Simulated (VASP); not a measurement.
A run of VASP 6.6.1 is set up as follows.

INCAR

```
SYSTEM = Fe
PREC = Accurate
ENCUT = 520
EDIFF = 1E-6
ISMEAR = 0
SIGMA = 0.15
LREAL = .False.
LASPH = .True.
NELM = 150
ALGO = Normal
ISIF = 2
LWAVE = .False.
LCHARG = .False.
ISPIN = 2
MAGMOM = 2.44
LORBIT = 11
LMAXMIX = 4
GGA = PE
NBANDS = 14
```

KPOINTS

```
regular mesh
0
Gamma
  10 10 10
  0 0 0
```

File POSCAR:

```
Fe
1.0
   -1.2600398249      1.4157750842      1.4818917806
    1.2600398249     -1.4157750842      1.4818917806
    1.2600398249      1.4157750842     -1.4818917806
Fe
1
Direct
    0.0000000000      0.0000000000      0.0000000000
```

Potentials or basis: VASP PAW PBE potentials, release 64 (Fe).

Run with:

```sh
$ cat potpaw_PBE.64/Fe/POTCAR > POTCAR
$ mpirun -np 1 vasp_std > vasp.out
```

Q: Estimate the pressure.

A: 17.3 GPa.

Q: Predict the site moments.

A: Fe +2.02 μB.

Q: Predict the net moment.

A: 2.04 μB per cell.

Stress tensor (GPa, compression positive):
```
34.54  0.00  0.00
 0.00  9.71  0.00
 0.00  0.00  7.76
```

Caveat: the cell differs from its parent crystal (normal strain along x -0.1100, normal strain along z +0.0467).
